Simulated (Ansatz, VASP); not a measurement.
# Pd in VASP and in Ansatz

The input INCAR:

```
PREC = Accurate ; ENCUT = 520
EDIFF = 1E-6 ; ISMEAR = -1
SIGMA = 0.1 ; LREAL = F
LASPH = T ; NELM = 80
ALGO = Normal ; ISIF = 2
LWAVE = F ; LCHARG = T
LELF = T ; LVHAR = T
NBANDS = 11
```

The input KPOINTS:

```
Automatic mesh
0
Gamma
  17 17 17
```

POSCAR

```
Pd
1.0
    0.0000000000      1.6199596753      1.6199596753
    1.6199596753      0.0000000000      1.6199596753
    1.6199596753      1.6199596753      0.0000000000
Pd
1
Direct
    0.0000000000      0.0000000000      0.0000000000
```

Input for Ansatz:

```yaml
crystal:
  lattice:
    - [0.0, 1.6199596753, 1.6199596753]
    - [1.6199596753, 0.0, 1.6199596753]
    - [1.6199596753, 1.6199596753, 0.0]
  atoms:
    - { symbol: Pd, position: [0.0, 0.0, 0.0] }
kpoints:
  mp_grid: { grid: [17, 17, 17] }
  band_path:
    path:
      - [0.0, 0.0, 0.0]
      - [0.5, 0.0, 0.5]
      - [0.625, 0.25, 0.625]
      - [0.375, 0.375, 0.75]
      - [0.0, 0.0, 0.0]
      - [0.5, 0.5, 0.5]
      - [0.5, 0.25, 0.75]
      - [0.5, 0.0, 0.5]
    npoints: 8
scf:
  occupations: { method: fermi_dirac, width: 0.1 }
hamiltonian:
  xc: lda
  pseudopotentials: { kind: paw }
output:
  forces: true
  stress: true
  eigenvalues: true
  populations: true
  dos: { projected: true, de: 0.2, e_range: [-14, 8] }
```

Change from the starting cell: volume scaled by 0.6, PAW files.

Alike in both runs: task single point; functional LDA; k mesh 17 × 17 × 17; occupations fermi-dirac, width 0.1 eV; no spin polarisation.

```csv
,VASP,Ansatz
version,VASP 6.6.1,Ansatz 0.2.0
potentials or method,"VASP PAW LDA potentials, release 64 (Pd)","PAW with Ansatz's default frozen-core files, scalar-relativistic"
plane-wave cutoff (eV),520,420
valence electrons in the cell,10,18
```

|  | VASP | Ansatz | Ansatz less VASP |
| --- | --- | --- | --- |
| pressure (GPa) | 434.7 | 430.2 | -4.50 |

LDA's correlation is that of Perdew and Zunger in VASP and of Perdew and Wang (1992) in Ansatz. Both programs put the cell under a high pressure, so it lies far from rest at this level. VASP's potentials hold 10 valence electrons a cell and Ansatz's 18, so a difference there can come from the potentials and not from the codes.

Noted on VASP's run: the cell as given lies far from equilibrium.
